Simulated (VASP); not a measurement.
**Ti: single point with PBE**

The system is Ti.

```
Ti
1.0
     0.00000    2.07630    2.07630
     2.07630    0.00000    2.07630
     2.07630    2.07630    0.00000
Ti
1
Direct
  0.00000 0.00000 0.00000
```

```json
{
 "Program": "VASP 6.6.1",
 "Task": "single point",
 "Functional": "PBE",
 "Potentials or basis": "VASP PAW PBE potentials, release 64 (Ti_sv)",
 "Cutoff": "500 eV",
 "k mesh": "10 × 10 × 10",
 "Occupations": "fermi-dirac, width 0.1 eV",
 "Spin": "no spin polarisation",
 "Dipole correction": "no",
 "Further INCAR settings": "ALGO = Normal; EDIFF = 1e-06; NBANDS = 12"
}
```

```
Pressure               : -3.0 GPa
Band gap on the k mesh : zero (band 6 reaches 8.76 eV, above the bottom of band 7 at 7.65 eV)
```

Levels at points of the mesh, in eV from the Fermi level:
```csv
k point,band 2,band 3,band 4,band 5,band 6,band 7,band 8,band 9,band 10,band 11
"(0.00, 0.00, 0.00)",-32.65,-32.65,-32.65,-6.03,0.86,0.86,0.86,2.42,2.42,15.08
"(0.50, 0.00, 0.00)",-33.26,-32.73,-32.73,-2.52,0.56,0.75,0.75,3.44,3.44,7.85
"(0.50, 0.50, 0.00)",-33.22,-32.86,-32.86,-2.47,-1.63,2.71,3.44,3.70,3.70,10.19
```

It took 14 s on 1 thread of Intel Xeon 8259CL, on a shared host, peak memory 0.14 GiB.
